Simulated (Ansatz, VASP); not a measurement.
## Two plane-wave programs on Cl

```
Cl
1.0
     3.14500   -2.25000    0.00000
     3.14500    2.25000    0.00000
     0.00000    0.00000    8.21000
Cl
4
Direct
  0.38678 0.62888 0.40016
  0.12135 0.88168 0.90159
  0.62675 0.36759 0.60135
  0.86819 0.13529 0.09859
```

Change from the starting cell: atoms moved at random, drawn with an rms of 0.05 Å.

Alike in both runs: task single point; functional PBE; k mesh 7 × 7 × 4; occupations fermi-dirac, width 0.05 eV; no spin polarisation.

|  | VASP | Ansatz |
| --- | --- | --- |
| version | VASP 6.6.1 | Ansatz 0.2.0 |
| potentials or method | VASP PAW PBE potentials, release 64 (Cl) | Ansatz PAW soft_1 |
| plane-wave cutoff (eV) | 500 | 420 |
| valence electrons in the cell | 28 | 28 |

```csv
,VASP,Ansatz,Ansatz less VASP
gap on the k mesh at the Fermi level (eV),2.67,2.62,-0.050
least direct gap on the mesh (eV),2.71,2.66,-0.051
pressure (GPa),1.1,1.6,+0.43
"traceless stress, the component that is largest in VASP (GPa)",0.53,0.56,+0.028
rms of the force components (eV/Å),0.211,0.318,+0.1071
```

Atom by atom the forces differ by 0.120 eV/Å (rms over components). One of these differences is far larger than is usual between the two programs; its cause wasn't traced.

Noted on Ansatz's run: odd divisions of the mesh miss points on the zone boundary, where band edges often lie, so the gap on the mesh can be too wide.
